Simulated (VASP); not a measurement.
# SnO2: single point with PBEsol

Crystal: SnO2.

```
Sn O
1.0
     3.23058    0.00000    0.00000
    -1.61529    2.79776    0.00000
     0.00000    0.00000   10.79056
Sn O
2 4
Direct
  0.00000 0.00000 0.50000
  0.00000 0.00000 0.00000
  0.66667 0.33333 0.40586
  0.66667 0.33333 0.09414
  0.33333 0.66667 0.59414
  0.33333 0.66667 0.90586
```

* Program: VASP 6.6.1
* Task: single point
* Functional: PBEsol
* Potentials or basis: VASP PAW PBE potentials, release 64 (Sn_d, O)
* Cutoff: 520 eV
* k mesh: 6 × 6 × 1
* Occupations: fermi-dirac, width 0.02 eV
* Spin: no spin polarisation

The pressure is -3.8 GPa. The largest force is 0.342 eV/Å and the band gap on the k mesh is 2.06 eV (least direct gap 2.45 eV).

Forces on the atoms (eV/Å):
```
Sn   0.000  0.000  0.000
Sn   0.000  0.000  0.000
O    0.000  0.000  0.342
O    0.000  0.000 -0.342
O    0.000  0.000 -0.342
O    0.000  0.000  0.342
```

Stress tensor (GPa, compression positive):
```
-4.85  0.00  0.00
 0.00 -4.85  0.00
 0.00  0.00 -1.77
```

Levels at points of the mesh, in eV from the valence-band top:
```csv
k point,band 23,band 24,band 25,band 26,band 27,band 28,band 29,band 30
"(0.00, 0.00, 0.00)",-0.88,-0.86,-0.86,-0.39,2.06,2.77,5.33,5.66
"(0.50, 0.00, 0.00)",-0.55,-0.51,-0.44,-0.07,5.05,5.18,6.86,7.43
```

Run time: 21 s on 1 thread of Intel(R) Xeon(R) Platinum 8259CL CPU @ 2.50GHz (Skylake/Cascade Lake), on a shared host, peak memory 0.2 GiB.

Caveat: the k points lie up to 0.58 Å⁻¹ apart; the PAW data sets were made with another functional, which shifts forces and pressure a little; spin-orbit coupling is left out, which moves the levels of the heavy elements. A k mesh can miss the band edges.
